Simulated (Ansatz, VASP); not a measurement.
## W2Cl3 in VASP and in Ansatz

```
CELL_PARAMETERS angstrom
6.93912 0.00000 0.00000
-3.46956 6.00945 0.00000
0.00000 0.00000 7.43981
ATOMIC_POSITIONS crystal
W 0.79700 0.20300 0.00000
W 0.79700 0.59400 0.00000
W 0.40600 0.20300 0.00000
W 0.00000 0.00000 0.00000
Cl 0.50114 0.49886 0.78049
Cl 0.50114 0.00227 0.78049
Cl 0.99773 0.49886 0.78049
Cl 0.50114 0.49886 0.21951
Cl 0.50114 0.00227 0.21951
Cl 0.99773 0.49886 0.21951
```

Alike in both runs: functional PBE; k mesh 3 × 3 × 3; occupations gaussian, width 0.2 eV; no spin polarisation.

Ansatz relaxed the structure, and its values are those at the end. VASP's run is a single point on that final structure, the one shown.

```csv
,VASP,Ansatz
version,VASP 6.6.1,Ansatz 0.2.0
potentials or method,"VASP PAW PBE potentials, release 64 (W_sv, Cl), cutoff 520 eV","scalar-relativistic, plane waves, PAW"
valence electrons in the cell,98,98
```

```csv
,VASP,Ansatz,Ansatz less VASP
gap on the k mesh at the Fermi level (eV),none,none,-
pressure (GPa),0.2,0.1,-0.13
rms of the force components (eV/Å),0.016,0.019,+0.0035
```

A gap of «none» marks a metal or a gap that the smearing closes. With one functional, cell and mesh, what is left measures potentials, basis and numerics.

Spin-orbit coupling is off throughout.
